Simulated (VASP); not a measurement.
MnF2: single point with PBEsol

MnF2:

```
Mn F
1.0
     4.87380    0.00000    0.00000
     0.00000    4.87380    0.00000
     0.00000    0.00000    3.31070
Mn F
2 4
Direct
  0.00000 0.00000 0.00000
  0.50000 0.50000 0.50000
  0.30530 0.30530 0.00000
  0.19470 0.80530 0.50000
  0.69470 0.69470 0.00000
  0.80530 0.19470 0.50000
```

```json
{
 "Program": "VASP 6.6.1",
 "Task": "single point",
 "Functional": "PBEsol",
 "Potentials or basis": "VASP PAW PBE potentials, release 64 (Mn_pv, F)",
 "Cutoff": "520 eV",
 "k mesh": "5 × 5 × 7",
 "Occupations": "fermi-dirac, width 0.15 eV",
 "Spin": "collinear spin, antiferromagnetic start",
 "Starting moments": "[5.2, -5.2, 0.0, 0.0, 0.0, 0.0] μB",
 "Dipole correction": "no",
 "Further INCAR settings": "ALGO = Normal; EDIFF = 1e-07; NBANDS = 40"
}
```

```json
{"Pressure": "-1.7 GPa", "Largest force": "0.062 eV/Å", "Band gap on the k mesh": "2.04 eV (least direct gap 2.10 eV)", "Net moment": "0.00 μB per cell", "Site moments": "Mn +4.53, -4.53; F -0.03, +0.03 (each value once) μB", "Valence electrons inside the program's atomic spheres": "Mn 11.27; F 6.08"}
```

Forces on the atoms (eV/Å):
```
Mn   0.000  0.000  0.000
Mn   0.000  0.000  0.000
F   -0.044 -0.044  0.000
F    0.044 -0.044  0.000
F    0.044  0.044  0.000
F   -0.044  0.044  0.000
```

Stress tensor (GPa, compression positive):
```
-1.56  0.00  0.00
 0.00 -1.56  0.00
 0.00  0.00 -2.13
```

Levels at points of the mesh, in eV from the valence-band top:
Spin up:
| k point | band 23 | band 24 | band 25 | band 26 | band 27 | band 28 | band 29 | band 30 | band 31 | band 32 |
| --- | --- | --- | --- | --- | --- | --- | --- | --- | --- | --- |
| (0.00, 0.00, 0.00) | -1.71 | -1.48 | -1.30 | -0.42 | -0.06 | 2.04 | 2.50 | 2.97 | 2.99 | 3.96 |
Spin down:
| k point | band 23 | band 24 | band 25 | band 26 | band 27 | band 28 | band 29 | band 30 | band 31 | band 32 |
| --- | --- | --- | --- | --- | --- | --- | --- | --- | --- | --- |
| (0.00, 0.00, 0.00) | -1.71 | -1.48 | -1.30 | -0.42 | -0.06 | 2.04 | 2.50 | 2.97 | 2.99 | 3.96 |

Run time: 79 s on 1 thread of AMD EPYC 9R45 96-Core Processor (Zen 5), with other jobs on the host, peak memory 0.24 GiB.

Caveat: the PAW data sets were made with another functional, which shifts forces and pressure a little. As with any semilocal functional, this PBEsol gap is likely too small.
